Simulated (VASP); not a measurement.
Set up this calculation in VASP 6.6.1, as the native input.

- Task: single point
- Functional: PBEsol
- Potentials or basis: VASP PAW PBE potentials, release 64 (In_d, Ga_d, N)
- Cutoff: 520 eV
- k mesh: 6 × 6 × 6
- Occupations: gaussian, width 0.02 eV
- Spin: no spin polarisation
- Dipole correction: no
- Further INCAR settings: ALGO = Normal; EDIFF = 1e-06; NBANDS = 66

The structure of InGa2N3 lies in POSCAR:

```
InGa2N3
1.0
    4.8539527366     -2.7997308609      0.0000000000
    4.8539527366      2.7997308609      0.0000000000
    0.0000000000      0.0000000000      5.4002600003
In Ga N
2 4 6
Direct
    0.3247099280      0.6752900720      0.9950077853
    0.6752900720      0.3247099280      0.4950077853
    0.0069824408      0.3341208287      0.9947418596
    0.6658791713      0.9930175592      0.9947418596
    0.9930175592      0.6658791713      0.4947418596
    0.3341208287      0.0069824408      0.4947418596
    0.0264881522      0.3334564954      0.3554829463
    0.6665435046      0.9735118478      0.3554829463
    0.9735118478      0.6665435046      0.8554829463
    0.3334564954      0.0264881522      0.8554829463
    0.3082949627      0.6917050373      0.3925436030
    0.6917050373      0.3082949627      0.8925436030
```

This cell differs from its parent crystal: biaxial strain in the a-b plane: -2.0 %, then relaxed in part.

The input as run:

INCAR

```
PREC = Accurate ; ENCUT = 520
EDIFF = 1E-6 ; ISMEAR = 0
SIGMA = 0.02 ; LREAL = F
LASPH = T ; NELM = 100
ALGO = Normal ; ISIF = 2
LWAVE = F ; LCHARG = F
GGA = PS ; NBANDS = 66
```

KPOINTS

```
Automatic mesh
0
Gamma
  6 6 6
```

Potentials or basis: VASP PAW PBE potentials, release 64 (In_d, Ga_d, N).

Command:

```console
$ cat potpaw_PBE.64/In_d/POTCAR potpaw_PBE.64/Ga_d/POTCAR potpaw_PBE.64/N/POTCAR > POTCAR
$ mpirun -np 1 vasp_std > vasp.out
```

Results of the run:

* Pressure: 5.0 GPa
* Largest force: 0.037 eV/Å
* Band gap on the k mesh: 1.03 eV, direct

Caveat: the cell differs from its parent crystal (biaxial strain in the a-b plane: -2.0 %, then relaxed in part); the PAW data sets were made with another functional, which shifts forces and pressure a little; spin-orbit coupling is left out, which moves the levels of the heavy elements.

It used 1700 s of CPU time on 1 thread of AMD EPYC 7R13 Processor (Zen 3), with other jobs on the host.
